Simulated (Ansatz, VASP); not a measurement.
**NbH2 in VASP and in Ansatz**

```xyz
3
Lattice="-0.2639 2.1147 2.1147 2.1147 -0.2639 2.1147 2.1147 2.1147 -0.2639" Properties=species:S:1:pos:R:3 pbc="T T T"
Nb    0.0000    0.0000    0.0000
H     0.9914    0.9914    0.9914
H     2.9741    2.9741    2.9741
```

Alike in both runs: task single point; functional PBEsol; k mesh 16 × 16 × 16; occupations gaussian, width 0.15 eV; no spin polarisation.

```csv
,VASP,Ansatz
version,VASP 6.6.1,Ansatz 0.2.0
potentials or method,"VASP PAW PBE potentials, release 64 (Nb_sv, H), cutoff 520 eV","scalar-relativistic, plane waves, PAW"
valence electrons in the cell,15,15
```

|  | VASP | Ansatz | Ansatz less VASP |
| --- | --- | --- | --- |
| gap on the k mesh at the Fermi level (eV) | none | none | - |
| pressure (GPa) | 13.9 | 14.4 | +0.50 |
| traceless stress, the component that is largest in VASP (GPa) | 22.15 | 22.22 | +0.070 |
| rms of the force components (eV/Å) | 0.939 | 0.942 | +0.0026 |

VASP's potentials were made for PBE, not for PBEsol. Atom by atom the forces differ by 0.003 eV/Å (rms over components). A gap of «none» marks a metal or a gap that the smearing closes.
